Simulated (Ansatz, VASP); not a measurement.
**One calculation of TiO2, two programs**

File INCAR:

```
SYSTEM = TiO2
PREC = Accurate ; ENCUT = 600
EDIFF = 1E-6 ; ISMEAR = 0
SIGMA = 0.013000000000000001 ; LREAL = .False.
LASPH = .True. ; NELM = 120
ALGO = Normal ; ISIF = 2
LWAVE = .False. ; LCHARG = .False.
GGA = PE ; NBANDS = 60
GGA_COMPAT = .False.
```

The input KPOINTS:

```
regular mesh
0
Gamma
  6 6 6
  0 0 0
```

File POSCAR:

```
TiO2
1.0
    4.8126997814      0.0000000000      0.0000000000
    0.0000000000      4.8718844600      0.0000000000
   -0.8628854487      0.0000000000      4.9665942755
Ti O
4 8
Direct
    0.2774352600      0.0528083600      0.2131482700
    0.7225647400      0.5528083600      0.2868517300
    0.7225647400      0.9471916400      0.7868517300
    0.2774352600      0.4471916400      0.7131482700
    0.0638382200      0.1769655200      0.8515567400
    0.9361617800      0.6769655200      0.6484432600
    0.9361617800      0.8230344800      0.1484432600
    0.0638382200      0.3230344800      0.3515567400
    0.4453609900      0.7576317400      0.4667718600
    0.5546390100      0.2576317400      0.0332281400
    0.5546390100      0.2423682600      0.5332281400
    0.4453609900      0.7423682600      0.9667718600
```

input.yaml

```yaml
crystal:
  lattice:
    - [4.8126997814, 0.0, 0.0]
    - [0.0, 4.87188446, 0.0]
    - [-0.8628854487, 0.0, 4.9665942755]
  atoms:
    - { symbol: Ti, position: [0.27743526, 0.05280836, 0.21314827] }
    - { symbol: Ti, position: [0.72256474, 0.55280836, 0.28685173] }
    - { symbol: Ti, position: [0.72256474, 0.94719164, 0.78685173] }
    - { symbol: Ti, position: [0.27743526, 0.44719164, 0.71314827] }
    - { symbol: O, position: [0.06383822, 0.17696552, 0.85155674] }
    - { symbol: O, position: [0.93616178, 0.67696552, 0.64844326] }
    - { symbol: O, position: [0.93616178, 0.82303448, 0.14844326] }
    - { symbol: O, position: [0.06383822, 0.32303448, 0.35155674] }
    - { symbol: O, position: [0.44536099, 0.75763174, 0.46677186] }
    - { symbol: O, position: [0.55463901, 0.25763174, 0.03322814] }
    - { symbol: O, position: [0.55463901, 0.24236826, 0.53322814] }
    - { symbol: O, position: [0.44536099, 0.74236826, 0.96677186] }
hamiltonian:
  xc: pbe
  pseudopotentials: { kind: paw }
kpoints:
  mp_grid: { grid: [6, 6, 6] }
scf:
  occupations: { method: gaussian, width: 0.013 }
output:
  forces: true
  stress: true
  eigenvalues: true
```

Alike in both runs: task single point; functional PBE; k mesh 6 × 6 × 6; occupations gaussian, width 0.013 eV; no spin polarisation.

|  | VASP | Ansatz |
| --- | --- | --- |
| version | VASP 6.6.1 | Ansatz 0.2.0 |
| potentials or method | VASP PAW PBE potentials, release 64 (Ti_sv, O) | Ansatz PAW |
| plane-wave cutoff (eV) | 600 | 420 |
| valence electrons in the cell | 96 | 96 |

VASP gave:

| Property | Result |
| --- | --- |
| gap on the k mesh at the Fermi level (eV) | 2.28 |
| least direct gap on the mesh (eV) | 2.35 |
| pressure (GPa) | 4.7 |
| traceless stress, the component that is largest in VASP (GPa) | 0.10 |
| rms of the force components (eV/Å) | 0.047 |

Task: Estimate Ansatz's values.

Result: gap on the k mesh at the Fermi level (eV): 2.30; least direct gap on the mesh (eV): 2.37; pressure (GPa): 4.1; traceless stress, the component that is largest in VASP (GPa): 0.13; rms of the force components (eV/Å): 0.051.

Atom by atom the forces differ by 0.021 eV/Å (rms over components). With one functional, cell and mesh, what is left measures potentials, basis and numerics.
